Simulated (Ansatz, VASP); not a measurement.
BAs in VASP and in Ansatz

```
CELL_PARAMETERS angstrom
0.00000 2.38850 2.38850
2.38850 0.00000 2.38850
2.38850 2.38850 0.00000
ATOMIC_POSITIONS crystal
B 0.00000 0.00000 0.00000
As 0.25000 0.25000 0.25000
```

Alike in both runs: task relaxation of cell and atoms; functional LDA; k mesh 8 × 8 × 8; occupations gaussian, width 0.02 eV; no spin polarisation.

|  | VASP | Ansatz |
| --- | --- | --- |
| version | VASP 6.6.1 | Ansatz 0.2.0 |
| potentials or method | VASP PAW LDA potentials, release 64 (B, As), cutoff 500 eV | scalar-relativistic, plane waves, PAW |
| valence electrons in the cell | 8 | 18 |

VASP gave:

```
gap on the k mesh at the Fermi level, each at its own relaxed structure (eV) : 1.12
relaxed volume (Å³/atom)                                                     : 13.33
relaxed cell length with the largest relative difference (Å)                 : 3.353
```

Problem. Which values does Ansatz return?

Solution. gap on the k mesh at the Fermi level, each at its own relaxed structure (eV): 1.12; relaxed volume (Å³/atom): 13.24; relaxed cell length with the largest relative difference (Å): 3.346.

Ansatz warns that its potentials were made for another functional, while VASP's fit it. LDA's correlation is that of Perdew and Zunger in VASP and of Perdew and Wang (1992) in Ansatz. VASP's potentials hold 8 valence electrons a cell and Ansatz's 18, so a difference there can come from the potentials and not from the codes.
